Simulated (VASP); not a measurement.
Write the native input for VASP 6.6.1 that does the following.

```yaml
Task: single point
Functional: r2SCAN
Potentials_or_basis: VASP PAW PBE potentials, release 64 (In_d, As)
Cutoff: 520 eV
k_mesh: 8 × 8 × 8
Occupations: fermi-dirac, width 0.02 eV
Spin: no spin polarisation
Dipole_correction: no
Further_INCAR_settings: ALGO = Normal; EDIFF = 1e-06; NBANDS = 16
```

InAs:

```
CELL_PARAMETERS angstrom
0.00000 3.05459 3.05459
3.05459 0.00000 3.05459
3.05459 3.05459 0.00000
ATOMIC_POSITIONS crystal
In 0.00000 0.00000 0.00000
As 0.25000 0.25000 0.25000
```

One way to write it, as run:

POSCAR

```
InAs
1.0
    0.0000000000      3.0545904709      3.0545904709
    3.0545904709      0.0000000000      3.0545904709
    3.0545904709      3.0545904709      0.0000000000
In As
1 1
Direct
    0.0000000000      0.0000000000      0.0000000000
    0.2500000000      0.2500000000      0.2500000000
```

INCAR.step1

```
SYSTEM = InAs
PREC     = Accurate       ! precision mode
ENCUT    = 520            ! plane-wave cutoff, eV
ISMEAR   = -1             ! smearing method
SIGMA    = 0.02           ! smearing width, eV
LREAL    = .False.        ! projectors in reciprocal space
LASPH    = .True.         ! aspherical terms in the spheres
NELM     = 60             ! most SCF steps
NBANDS   = 16             ! bands
GGA      = PE             ! functional
ALGO     = Normal         ! electronic algorithm
EDIFF    = 1E-4           ! SCF threshold, eV
LWAVE    = .True.         ! write WAVECAR
LCHARG   = .False.        ! write CHGCAR
```

INCAR.step2

```
SYSTEM = InAs
PREC     = Accurate       ! precision mode
ENCUT    = 520            ! plane-wave cutoff, eV
EDIFF    = 1E-6           ! SCF threshold, eV
ISMEAR   = -1             ! smearing method
SIGMA    = 0.02           ! smearing width, eV
LREAL    = .False.        ! projectors in reciprocal space
LASPH    = .True.         ! aspherical terms in the spheres
NELM     = 60             ! most SCF steps
ALGO     = Normal         ! electronic algorithm
ISIF     = 2              ! what is computed and relaxed
LWAVE    = .False.        ! write WAVECAR
LCHARG   = .False.        ! write CHGCAR
METAGGA  = R2SCAN         ! meta-GGA
LMIXTAU  = .True.       
NBANDS   = 16             ! bands
ISTART   = 1
```

KPOINTS

```
regular mesh
0
Gamma
  8 8 8
  0 0 0
```

Potentials or basis: VASP PAW PBE potentials, release 64 (In_d, As).

Command:

```console
$ cat potpaw_PBE.64/In_d/POTCAR potpaw_PBE.64/As/POTCAR > POTCAR
$ cp INCAR.step1 INCAR
$ mpirun -np 1 vasp_std > vasp.out
$ cp INCAR.step2 INCAR
$ mpirun -np 1 vasp_std > vasp.out
```

Results of the run:

```json
{
 "Pressure": "0.0 GPa",
 "Band gap on the k mesh": "0.08 eV, direct"
}
```

Caveat: the PAW data sets were made with another functional, which shifts forces and pressure a little; spin-orbit coupling is left out, which moves the levels of the heavy elements.

Run time: 2.3 min on 1 thread of AMD EPYC 7R43 64-Core Processor (Zen 3) (shared host), peak memory 0.16 GiB.
